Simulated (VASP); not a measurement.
Here is a VASP 6.6.1 calculation.

Contents of INCAR:

```
SYSTEM = Ga
PREC = Accurate
ENCUT = 520
EDIFF = 1E-7
ISMEAR = -1
SIGMA = 0.03
LREAL = .FALSE.
LASPH = .TRUE.
NELM = 100
ALGO = Normal
ISIF = 2
LWAVE = .FALSE.
LCHARG = .FALSE.
GGA = PE
NBANDS = 20
```

KPOINTS

```
regular mesh
0
G
  14 14 11
  0 0 0
```

POSCAR

```
Ga
1.0
    1.3830000000     -4.0265000000      0.0000000000
    1.3830000000      4.0265000000      0.0000000000
   -0.1174500000      0.0000000000      3.4298279000
Ga
2
Direct
    0.8690000000      0.1310000000      0.2500000000
    0.1310000000      0.8690000000      0.7500000000
```

Potentials or basis: VASP PAW PBE potentials, release 64 (Ga_d).

The run is started by

```console
$ cat potpaw_PBE.64/Ga_d/POTCAR > POTCAR
$ mpirun -np 1 vasp_std > vasp.out
```

Question: Estimate the pressure.

Answer: 0.3 GPa.

Question: What does it give for the band gap on the k mesh?

Answer: Zero (band 13 reaches 9.25 eV, above the bottom of band 14 at 1.45 eV).

Question: Estimate the largest force.

Answer: 0.144 eV/Å.

Forces in eV/Å, atoms in the order of the input:
```
Ga   0.000  0.144  0.000
Ga   0.000 -0.144  0.000
```

Caveat: the cell differs from its parent crystal (zz strain of +3 %).
